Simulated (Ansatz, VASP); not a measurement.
Sb: VASP beside Ansatz

```xyz
1
Lattice="-1.6880 1.9987 2.0359 1.6880 -1.9987 2.0359 1.6880 1.9987 -2.0359" Properties=species:S:1:pos:R:3 pbc="T T T"
Sb    0.0000    0.0000    0.0000
```

Alike in both runs: functional PBE; k mesh 6 × 6 × 6; occupations gaussian, width 0.1 eV; no spin polarisation.

Ansatz relaxed the structure, and its values are those at the end. VASP's run is a single point on that final structure, the one shown.

|  | VASP | Ansatz |
| --- | --- | --- |
| version | VASP 6.6.1 | Ansatz 0.2.0 |
| potentials or method | VASP PAW PBE potentials, release 64 (Sb), cutoff 520 eV | scalar-relativistic, plane waves, PAW |
| valence electrons in the cell | 5 | 15 |

|  | VASP | Ansatz | Ansatz less VASP |
| --- | --- | --- | --- |
| gap on the k mesh at the Fermi level (eV) | none | none | - |
| pressure (GPa) | -0.1 | 0.0 | +0.12 |

A gap of «none» marks a metal or a gap that the smearing closes. VASP's potentials hold 5 valence electrons a cell and Ansatz's 15, so a difference there can come from the potentials and not from the codes.

The k mesh is coarse, so the values compare programs but aren't converged. Neither program's run includes spin-orbit coupling.
